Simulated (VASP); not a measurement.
## GeS: electric field gradients with PBE

GeS:

```xyz
8
Lattice="10.7808 0.0000 0.0000 0.0000 3.6031 0.0000 0.0000 0.0000 4.5231" Properties=species:S:1:pos:R:3 pbc="T T T"
Ge    9.4035    0.9008    1.6595
Ge    1.3773    2.7024    2.8636
Ge    6.7677    2.7024    3.9211
Ge    4.0131    0.9008    0.6021
S     7.0596    0.9008    2.3285
S     3.7212    2.7024    2.1947
S     9.1116    2.7024    0.0669
S     1.6692    0.9008    4.4562
```

```
Program                : VASP 6.6.1
Task                   : electric field gradients
Functional             : PBE
Potentials or basis    : VASP PAW PBE potentials, release 64 (Ge_d, S)
Cutoff                 : 410 eV
k mesh                 : 3 × 9 × 7
Occupations            : fermi-dirac, width 0.01 eV
Spin                   : no spin polarisation
Dipole correction      : no
Further INCAR settings : ALGO = Normal; EDIFF = 1e-08; NBANDS = 50
```

The pressure is 1.4 GPa and the largest force is 0.289 eV/Å. The band gap on the k mesh is 1.14 eV (least direct gap 1.16 eV) and the largest electric field gradient by atom is Ge -77.1; S -63.3 V/Å².

Forces on the atoms (eV/Å):
```
Ge   0.211  0.000  0.199
Ge  -0.211  0.000 -0.199
Ge  -0.211  0.000  0.199
Ge   0.211  0.000 -0.199
S   -0.105  0.000 -0.205
S    0.105  0.000  0.205
S    0.105  0.000 -0.205
S   -0.105  0.000  0.205
```

Stress tensor (GPa, compression positive):
```
1.32 0.00 0.00
0.00 1.62 0.00
0.00 0.00 1.36
```

Levels at points of the mesh, in eV from the valence-band top:
```csv
k point,band 36,band 37,band 38,band 39,band 40,band 41,band 42,band 43,band 44,band 45
"(0.00, 0.00, 0.00)",-2.13,-1.80,-0.99,-0.94,0.00,1.16,2.21,2.52,2.82,2.92
```

Electric field gradients, principal values (V/Å²):
```tsv
atom	least	middle	greatest (by size)
1 Ge	28.430	48.659	-77.089
2 Ge	28.430	48.659	-77.089
3 Ge	28.430	48.659	-77.089
4 Ge	28.430	48.659	-77.089
5 S	28.983	34.347	-63.331
6 S	28.983	34.347	-63.331
7 S	28.983	34.347	-63.331
8 S	28.983	34.347	-63.331
```

Wall time 3.5 min on 1 thread of Intel(R) Xeon(R) Platinum 8259CL CPU @ 2.50GHz (Skylake/Cascade Lake) (shared host), peak memory 0.33 GiB.

Caveat: without QUAD_EFG the Cq values of the log hold for a quadrupole moment of 1 mb, not for the nuclei. A k mesh can miss the band edges.
